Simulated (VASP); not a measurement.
# Ge in VASP: notebook

Ge is run at these levels: PBE; tasks: single point.

Everything below comes from runs of VASP 6.6.1. Logs are shortened: lines on timing, memory, paths and dates and some standing lists are left out, and cuts for length are marked.

## (1) The cell of the first run

The cell holds a slab with vacuum, 2 atoms: a = 4.181 Å, b = 4.181 Å, c = 28.000 Å, α = 90.00°, β = 90.00°, γ = 120.00°.

## (2) Single point, PBE

The input, INCAR:

```
SYSTEM = Ge
ALGO = Normal
DIPOL = 0.5 0.5 0.500
EDIFF = 1E-6
ENCUT = 520
GGA = PE
IDIPOL = 3
ISIF = 2
ISMEAR = 0
LASPH = .TRUE.
LCHARG = .TRUE.
LDIPOL = .TRUE.
LELF = .TRUE.
LREAL = .FALSE.
LVACPOTAV = .TRUE.
LVHAR = .TRUE.
LWAVE = .FALSE.
NBANDS = 21
NELM = 60
PREC = Accurate
SIGMA = 0.1
```

The input, KPOINTS:

```
k-points
0
G
  12 12 1
  0 0 0
```

The input, POSCAR:

```
Ge
1.0
    4.1810000000      0.0000000000      0.0000000000
   -2.0905000000      3.6208522132      0.0000000000
    0.0000000000      0.0000000000     28.0000000000
Ge
2
Direct
    0.3333333333      0.6666666667      0.5025892857
    0.6666666667      0.3333333333      0.4974107143
```

Potentials or basis: VASP PAW PBE potentials, release 64 (Ge_d).

Command:

```console
cat potpaw_PBE.64/Ge_d/POTCAR > POTCAR
mpirun -np 1 vasp_std > vasp.out
```

OUTCAR:

```text
SYSTEM = Ge
   EDIFF = 1E-6
   ENCUT = 520
   GGA = PE
   ISIF = 2
   ISMEAR = 0
   LASPH = .TRUE.
   LREAL = .FALSE.
   NELM = 60
   PREC = Accurate

 ion  position               nearest neighbor table
   1  0.333  0.667  0.503-   2 2.42   2 2.42   2 2.42
   2  0.667  0.333  0.497-   1 2.42   1 2.42   1 2.42

  LATTYP: Found a hexagonal cell.
 ALAT       =     4.1810000000
 C/A-ratio  =     6.6969624492

  Lattice vectors:

 A1 = (   4.1810000000,   0.0000000000,   0.0000000000)
 A2 = (  -2.0905000000,   3.6208522132,   0.0000000000)
 A3 = (   0.0000000000,   0.0000000000,  28.0000000000)

Analysis of symmetry for initial positions (statically):
=====================================================================
 Subroutine PRICEL returns:
 Original cell was already a primitive cell.

 Routine SETGRP: Setting up the symmetry group for a
 hexagonal supercell.

 Subroutine GETGRP returns: Found 12 space group operations
 (whereof 12 operations were pure point group operations)
 out of a pool of 24 trial point group operations.

The static configuration has the point symmetry D_3d.

Analysis of symmetry for dynamics (positions and initial velocities):
=====================================================================
 Subroutine PRICEL returns:
 Original cell was already a primitive cell.

 Routine SETGRP: Setting up the symmetry group for a
 hexagonal supercell.

 Subroutine GETGRP returns: Found 12 space group operations
 (whereof 12 operations were pure point group operations)
 out of a pool of 24 trial point group operations.

The dynamic configuration has the point symmetry D_3d.

 Subroutine INISYM returns: Found 12 space group operations
 (whereof 12 operations are pure point group operations),
 and found     1 'primitive' translations

----------------------------------------------------------------------------------------

                                     Primitive cell

  volume of cell :     423.8859

  direct lattice vectors                    reciprocal lattice vectors
     4.181000000  0.000000000  0.000000000     0.239177230  0.138089038  0.000000000
    -2.090500000  3.620852213  0.000000000     0.000000000  0.276178077  0.000000000
     0.000000000  0.000000000 28.000000000     0.000000000  0.000000000  0.035714286

  length of vectors
     4.181000000  4.181000000 28.000000000     0.276178077  0.276178077  0.035714286

  position of ions in fractional coordinates (direct lattice)
     0.333333333  0.666666667  0.502589286
     0.666666667  0.333333333  0.497410714

  ion indices of the primitive-cell ions
   primitive index   ion index
                 1           1
                 2           2

----------------------------------------------------------------------------------------

 KPOINTS: k-points

Automatic generation of k-mesh.
 Grid dimensions read from file:
 generate k-points for:   12   12    1

 Generating k-lattice:

  Cartesian coordinates                     Fractional coordinates (reciprocal lattice)
     0.019931436  0.011507420  0.000000000     0.083333333  0.000000000  0.000000000
     0.000000000  0.023014840  0.000000000     0.000000000  0.083333333  0.000000000
     0.000000000  0.000000000  0.035714286     0.000000000  0.000000000  1.000000000

  Length of vectors
     0.023014840  0.023014840  0.035714286

  Shift w.r.t. Gamma in fractional coordinates (k-lattice)
     0.000000000  0.000000000  0.000000000

 Subroutine IBZKPT returns following result:
 ===========================================

 Found     19 irreducible k-points:

 Following reciprocal coordinates:
            Coordinates               Weight
  0.000000  0.000000  0.000000      1.000000
  0.083333  0.000000  0.000000      6.000000
  0.166667  0.000000  0.000000      6.000000
  0.250000 -0.000000  0.000000      6.000000
  0.333333 -0.000000  0.000000      6.000000
  0.416667 -0.000000  0.000000      6.000000
[... 11 lines left out ...]
  0.333333  0.250000  0.000000     12.000000
  0.333333  0.333333  0.000000      2.000000
   k-points           NKPTS =     19   k-points in BZ     NKDIM =     19   number of bands    NBANDS=     21
   number of dos      NEDOS =    301   number of ions     NIONS =      2
   total plane-waves  NPLWV = 215040
   dimension x,y,z NGX =    32 NGY =   32 NGZ =  210
   dimension x,y,z NGXF=    64 NGYF=   64 NGZF=  420
   ions per type =               2
   NGX,Y,Z   is equivalent  to a cutoff of  12.72, 12.72, 12.47 a.u.
   NGXF,Y,Z  is equivalent  to a cutoff of  25.45, 25.45, 24.94 a.u.
 SYSTEM =  Ge
   PREC   = accura    normal or accurate (medium, high low for compatibility)
   ISTART =      0    job   : 0-new  1-cont  2-samecut
   ICHARG =      2    charge: 1-file 2-atom 10-const
   ISPIN  =      1    spin polarized calculation?
   LNONCOLLINEAR =      F non collinear calculations
   LSORBIT =      F    spin-orbit coupling
   LASPH  =      T    aspherical Exc in radial PAW
   ENCUT  =  520.0 eV  38.22 Ry    6.18 a.u.   7.77  7.77 52.06*2*pi/ulx,y,z
   NELM   =     60;   NELMIN=  2; NELMDL= -5     # of ELM steps
   EDIFF  = 0.1E-05   stopping-criterion for ELM
   LREAL  =      F    real-space projection
   EDIFFG = 0.1E-04   stopping-criterion for IOM
   NSW    =      0    number of steps for IOM
   IBRION =     -1    ionic relax: 0-MD 1-quasi-New 2-CG
   NFREE  =      0    steps in history (QN), initial steepest desc. (CG)
   ISIF   =      2    stress and relaxation
   ISYM   =      2    0-nonsym 1-usesym 2-fastsym
   POTIM  = 0.5000    time-step for ionic-motion
   TEBEG  =    0.0;   TEEND  =   0.0 temperature during run
   PSTRESS=    0.0 pullay stress
   NELECT =      28.0000    total number of electrons
   NUPDOWN=      -1.0000    fix difference up-down
   EMIN   =  10.00;   EMAX   =-10.00  energy-range for DOS
   EFERMI =   0.00;   METHOD = LEGACY
   ISMEAR =     0;   SIGMA  =   0.10  broadening in eV -4-tet -1-fermi 0-gaus
   EFERMI_NEDOS =   21; number of points for ismear=-14 and -15
   IALGO  =     38    algorithm
   IMIX   =      4    mixing-type and parameters
     AMIX     =   0.40;   BMIX     =  1.00
     AMIX_MAG =   1.60;   BMIX_MAG =  1.00
  volume/ion in A,a.u.               =     211.94      1430.26
  Fermi-wavevector in a.u.,A,eV,Ry     =   0.661776  1.250576  5.958642  0.437948
  Thomas-Fermi vector in A             =   1.734641
   LORBIT       =      0    0 simple, 1 ext, 2 COOP (PROOUT), +10 PAW based schemes
   GGA     = PE    functional components
   LHFCALC =     F    Hartree Fock is set to
   AEXX    =    0.0000 exact exchange contribution
   IVDW    =     0    specifies the selected vdW correction
   LEPSILON=     F    determine dielectric tensor
   LRPA    =     F    only Hartree local field effects (RPA)
 non-spin polarized calculation
 Gauss-broadening in eV      SIGMA  =   0.10
  energy-cutoff  :      520.00
  volume of cell :      423.89
 maximum number of plane-waves:     11443
 NGX is ok and might be reduce to    32
   NGX = 15   NGY = 15   NGZ =105

 number of electron      27.9999990 magnetization

 dipolmoment           0.000000      0.000000     -0.000000 electrons x Angstroem

 Free energy of the ion-electron system (eV)
  ---------------------------------------------------
  ext. energy  EPLUGINS =         0.00000000
  ---------------------------------------------------
  free energy    TOTEN  =        -7.82928608 eV

  energy without entropy =       -7.82333996  energy(sigma->0) =       -7.82631302

 E-fermi :  -3.7968     XC(G=0):  -1.5778

 val. band max:       -3.8384721829   @ k =   0.3333   0.2500   0.0000
 cond. band min:      -3.3212557809   @ k =   0.3333   0.3333   0.0000
 fundamental gap:      0.5172164020
 Fermi energy:        -3.7967888025

 k-point     1 :       0.0000    0.0000    0.0000
  band No.  band energies     occupation
      1     -28.5643      2.00000
      2     -28.5386      2.00000
      3     -28.5386      2.00000
      4     -28.5022      2.00000
      5     -28.5022      2.00000
      6     -28.3894      2.00000
[... 13 lines left out ...]
     20       1.0699      0.00000
     21       1.5071      0.00000

 k-point     2 :       0.0833    0.0000    0.0000
  band No.  band energies     occupation
      1     -28.5658      2.00000
      2     -28.5485      2.00000
      3     -28.5460      2.00000
      4     -28.5015      2.00000
      5     -28.4993      2.00000
      6     -28.3851      2.00000
[... 13 lines left out ...]
     20       1.1421      0.00000
     21       1.3693      0.00000

 k-point     3 :       0.1667    0.0000    0.0000
  band No.  band energies     occupation
      1     -28.5771      2.00000
      2     -28.5697      2.00000
      3     -28.5541      2.00000
      4     -28.5021      2.00000
      5     -28.4929      2.00000
      6     -28.3849      2.00000
[... 13 lines left out ...]
     20       1.1001      0.00000
     21       1.3981      0.00000

 k-point     4 :       0.2500   -0.0000    0.0000
  band No.  band energies     occupation
      1     -28.5975      2.00000
      2     -28.5920      2.00000
      3     -28.5543      2.00000
      4     -28.5045      2.00000
      5     -28.4846      2.00000
      6     -28.3922      2.00000
[... 13 lines left out ...]
     20       1.7566      0.00000
     21       1.7939      0.00000

 k-point     5 :       0.3333   -0.0000    0.0000
  band No.  band energies     occupation
      1     -28.6161      2.00000
      2     -28.6105      2.00000
      3     -28.5526      2.00000
      4     -28.5072      2.00000
      5     -28.4755      2.00000
      6     -28.4013      2.00000
[... 13 lines left out ...]
     20       2.3529      0.00000
     21       2.7462      0.00000
[... 262 lines left out ...]
     20       3.1970      0.00000
     21       3.8318      0.00000

 k-point    17 :       0.2500    0.2500    0.0000
  band No.  band energies     occupation
      1     -28.6607      2.00000
      2     -28.5832      2.00000
      3     -28.5608      2.00000
      4     -28.5128      2.00000
      5     -28.4593      2.00000
      6     -28.4150      2.00000
[... 13 lines left out ...]
     20       3.0760      0.00000
     21       3.2236      0.00000

 k-point    18 :       0.3333    0.2500    0.0000
  band No.  band energies     occupation
      1     -28.6701      2.00000
      2     -28.5809      2.00000
      3     -28.5624      2.00000
      4     -28.5148      2.00000
      5     -28.4492      2.00000
      6     -28.4249      2.00000
[... 13 lines left out ...]
     20       3.5492      0.00000
     21       3.7979      0.00000

 k-point    19 :       0.3333    0.3333    0.0000
  band No.  band energies     occupation
      1     -28.6747      2.00000
      2     -28.5706      2.00000
      3     -28.5706      2.00000
      4     -28.5158      2.00000
      5     -28.4369      2.00000
      6     -28.4369      2.00000
[... 13 lines left out ...]
     20       3.4077      0.00000
     21       3.4077      0.00000

------------------------ aborting loop because EDIFF is reached ----------------------------------------

 vacuum level on the upper side and lower side of the slab       (xc-potential included)        -0.133        -0.133

  FORCE on cell =-STRESS in cart. coord.  units (eV):
  Direction    XX          YY          ZZ          XY          YZ          ZX
  --------------------------------------------------------------------------------------
  -------------------------------------------------------------------------------------
  Total       -0.9818850     -0.9818850      0.0294891      0.0000000     -0.0000000     -0.0000000
  in kB       -3.7112671     -3.7112671      0.1114612      0.0000000     -0.0000000     -0.0000000
  external PRESSURE =      -2.4370243 kB  Pullay stress =       0.0000000 kB

 VOLUME and BASIS-vectors are now :
 -----------------------------------------------------------------------------
  energy-cutoff  :      520.00
  volume of cell :      423.89
      direct lattice vectors                 reciprocal lattice vectors
     4.181000000  0.000000000  0.000000000     0.239177230  0.138089038  0.000000000
    -2.090500000  3.620852213  0.000000000     0.000000000  0.276178077  0.000000000
     0.000000000  0.000000000 28.000000000     0.000000000  0.000000000  0.035714286

 POSITION                                       TOTAL-FORCE (eV/Angst)
 -----------------------------------------------------------------------------------
     -0.00000      2.41390     14.07250         0.000000      0.000000      0.305765
      2.09050      1.20695     13.92750         0.000000      0.000000     -0.305765
 -----------------------------------------------------------------------------------
    total drift:                                0.000000      0.000000     -0.000000

  FREE ENERGIE OF THE ION-ELECTRON SYSTEM (eV)
  ---------------------------------------------------
  free  energy   TOTEN  =        -7.8292860757 eV

  energy  without entropy=       -7.8233399587  energy(sigma->0) =       -7.82631302

 vacuum level on the upper side and lower side of the slab         1.040         1.040
```

Wall time 3.8 min (1 thread of AMD EPYC 7R13 (Zen 3), shared host); peak memory 0.51 GiB.

Results:

```
Free energy                     : -7.8293 eV
Largest force                   : 0.306 eV/Å
Band gap on the k mesh          : zero (bands 14 and 15 overlap by 1.70 eV)
Work function of the upper face : 4.84 eV
Work function of the lower face : 4.84 eV
```

Forces on the atoms (eV/Å):
```
Ge   0.000  0.000  0.306
Ge   0.000  0.000 -0.306
```

## (3) Single point, PBE

The input, INCAR:

```
SYSTEM = Ge
PREC     = Accurate       ! precision mode
ENCUT    = 520            ! plane-wave cutoff, eV
EDIFF    = 1E-6           ! SCF threshold, eV
ISMEAR   = 0              ! smearing method
SIGMA    = 0.1            ! smearing width, eV
LREAL    = .FALSE.        ! projectors in reciprocal space
LASPH    = .TRUE.         ! aspherical terms in the spheres
NELM     = 60             ! most SCF steps
ALGO     = Normal         ! electronic algorithm
ISIF     = 2              ! what is computed and relaxed
LWAVE    = .FALSE.        ! write WAVECAR
LCHARG   = .FALSE.        ! write CHGCAR
LDIPOL   = .TRUE.       
IDIPOL   = 3            
DIPOL    = 0.5 0.5 0.500
GGA      = PE             ! functional
NBANDS   = 21             ! bands
```

The input, KPOINTS:

```
regular mesh
0
G
  12 12 1
  0 0 0
```

The input, POSCAR:

```
Ge
1.0
    4.1810000000      0.0000000000      0.0000000000
   -2.0905000000      3.6208522132      0.0000000000
    0.0000000000      0.0000000000     28.0000000000
Ge
2
Direct
    0.3333333333      0.6666666667      0.5077857143
    0.6666666667      0.3333333333      0.4922142857
```

Potentials or basis: VASP PAW PBE potentials, release 64 (Ge_d).

Command:

```console
cat potpaw_PBE.64/Ge_d/POTCAR > POTCAR
mpirun -np 1 vasp_std > vasp.out
```

It took 4.1 min on 1 thread of AMD EPYC 7R13 (Zen 3), shared host; peak memory 0.5 GiB.

The run converged. Its results:

| Property | Result |
| --- | --- |
| Free energy | -7.9670 eV |
| Largest force | 0.480 eV/Å |
| Band gap on the k mesh | zero (bands 14 and 15 overlap by 1.02 eV) |

Forces on the atoms (eV/Å):
```
Ge   0.000  0.000  0.480
Ge   0.000  0.000 -0.480
```

Levels at points of the mesh, in eV from the Fermi level:
| k point | band 11 | band 12 | band 13 | band 14 | band 15 | band 16 | band 17 | band 18 |
| --- | --- | --- | --- | --- | --- | --- | --- | --- |
| (0.00, 0.00, 0.00) | -11.34 | -3.16 | -1.18 | -1.18 | -0.94 | 2.82 | 3.30 | 3.30 |
| (0.50, 0.00, 0.00) | -9.50 | -7.71 | -2.54 | -0.98 | 0.82 | 0.82 | 5.66 | 6.23 |

The gap in the log of VASP goes by the Fermi energy; the results here count the filled bands.